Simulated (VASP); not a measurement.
**BP: single point with PBE**

Crystal: BP.

```
B P
1.0
     0.00000    4.54819   -4.54819
     4.54819    4.54819    0.00000
     4.54819    0.00000   -4.54819
B P
8 8
Direct
  0.50000 0.50000 0.00000
  0.50000 0.00000 0.00000
  0.00000 0.50000 0.00000
  0.00000 0.00000 0.00000
  0.50000 0.50000 0.50000
  0.50000 0.00000 0.50000
  0.00000 0.50000 0.50000
  0.00000 0.00000 0.50000
  0.37500 0.37500 0.37500
  0.37500 0.87500 0.37500
  0.87500 0.37500 0.37500
  0.87500 0.87500 0.37500
  0.37500 0.37500 0.87500
  0.37500 0.87500 0.87500
  0.87500 0.37500 0.87500
  0.87500 0.87500 0.87500
```

```json
{
 "Program": "VASP 6.6.1",
 "Task": "single point",
 "Functional": "PBE",
 "Potentials or basis": "VASP PAW PBE potentials, release 64 (B, P)",
 "Cutoff": "520 eV",
 "k mesh": "3 × 3 × 3",
 "Occupations": "gaussian, width 0.01 eV",
 "Spin": "no spin polarisation",
 "Dipole correction": "no",
 "Further INCAR settings": "LREAL = Auto; ALGO = Normal; EDIFF = 1e-06; NBANDS = 46"
}
```

```
Pressure               : -0.1 GPa
Band gap on the k mesh : 1.34 eV
```

Levels at points of the mesh, in eV from the valence-band top:
```tsv
k point	band 29	band 30	band 31	band 32	band 33	band 34	band 35	band 36
(0.00, 0.00, 0.00)	-1.75	0.00	0.00	0.00	1.34	1.34	1.34	1.66
```

Wall time 110 s on 1 thread of AMD EPYC 7R13, with other jobs on the host, peak memory 0.29 GiB.

A k mesh can miss the band edges. A hybrid or GW would open this gap; PBE tends to underestimate it.
